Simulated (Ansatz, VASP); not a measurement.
**One calculation of HfB2, two programs**

```
CELL_PARAMETERS angstrom
3.14000 0.00000 0.00000
-1.57000 2.71932 0.00000
0.00000 0.00000 3.48000
ATOMIC_POSITIONS crystal
Hf 0.00000 0.00000 0.00000
B 0.33333 0.66667 0.50000
B 0.66667 0.33333 0.50000
```

Alike in both runs: task single point; functional PBEsol; k mesh 10 × 10 × 8; occupations gaussian, width 0.25 eV; no spin polarisation.

```csv
,VASP,Ansatz
version,VASP 6.6.1,Ansatz 0.2.0
potentials or method,"VASP PAW PBE potentials, release 64 (Hf_pv, B)","plane waves, PAW"
plane-wave cutoff (eV),520,420
valence electrons in the cell,16,32
```

|  | VASP | Ansatz | Ansatz less VASP |
| --- | --- | --- | --- |
| pressure (GPa) | -4.4 | -4.3 | +0.12 |
| traceless stress, the component that is largest in VASP (GPa) | -0.59 | -0.76 | -0.174 |

VASP's potentials were made for PBE, not for PBEsol. VASP's potentials hold 16 valence electrons a cell and Ansatz's 32, so a difference there can come from the potentials and not from the codes. Ansatz's warnings: stress scf threshold loose.

Spin-orbit coupling is off throughout.
